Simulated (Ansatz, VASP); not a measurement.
One calculation of W4N, two programs

```
W N
1.0
    -2.66636    2.66636    2.66636
     2.66636   -2.66636    2.66636
     2.66636    2.66636   -2.66636
W N
4 1
Direct
  0.50000 0.50000 0.50000
  0.50000 0.00000 0.00000
  0.00000 0.00000 0.50000
  0.00000 0.50000 0.00000
  0.00000 0.00000 0.00000
```

Change from the starting cell: species swapped into the Hg4Pt type (Im-3m, No. 229).

Alike in both runs: task relaxation of cell and atoms; functional PBE; k mesh 10 × 10 × 10; occupations gaussian, width 0.1 eV; no spin polarisation.

|  | VASP | Ansatz |
| --- | --- | --- |
| version | VASP 6.6.1 | Ansatz 0.2.0 |
| potentials or method | VASP PAW PBE potentials, release 64 (W_sv, N), cutoff 600 eV | scalar-relativistic, plane waves, PAW |
| valence electrons in the cell | 61 | 61 |

|  | VASP | Ansatz | Ansatz less VASP |
| --- | --- | --- | --- |
| gap on the k mesh at the Fermi level, each at its own relaxed structure (eV) | none | none | - |
| relaxed volume (Å³/atom) | 15.14 | 15.08 | -0.050 |
| relaxed length of the cell vector where the two differ most in proportion (Å) | 4.615 | 4.610 | -0.0051 |

A gap of «none» marks a metal or a gap that the smearing closes.

Spin-orbit coupling is off throughout.
